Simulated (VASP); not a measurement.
A run of VASP 6.6.1 is set up as follows.

INCAR

```
SYSTEM = H
PREC = Accurate
ENCUT = 500
EDIFF = 1E-6
ISMEAR = -1
SIGMA = 0.03
LREAL = .FALSE.
LASPH = .TRUE.
NELM = 120
ALGO = Normal
ISIF = 2
LWAVE = .FALSE.
LCHARG = .FALSE.
NBANDS = 8
GGA_COMPAT = .FALSE.
```

Contents of KPOINTS:

```
regular mesh
0
G
  13 13 7
  0 0 0
```

Contents of POSCAR:

```
H
1.0
    2.0149994853      0.0000000000      0.0000000000
   -1.0074997427      1.7450407429      0.0000000000
    0.0000000000      0.0000000000      3.2370000000
H
2
Direct
    0.3333333333      0.6666666667      0.2500000000
    0.6666666667      0.3333333333      0.7500000000
```

Potentials or basis: VASP PAW LDA potentials, release 64 (H).

The run is started by

```bash
$ cat potpaw_LDA.64/H/POTCAR > POTCAR
$ mpirun -np 1 vasp_std > vasp.out
```

**Question.** Predict the pressure.

**Answer.** -25.9 GPa.

**Question.** What does it give for the band gap on the k mesh?

**Answer.** Zero (bands 1 and 2 overlap by 8.84 eV).

Stress tensor (GPa, compression positive):
```
-24.80   0.00   0.00
  0.00 -24.80   0.00
  0.00   0.00 -27.96
```

Caveat: the cell stands under tension; the atoms stand far beyond bonding distance, and open shells without spin polarisation read as a metal.
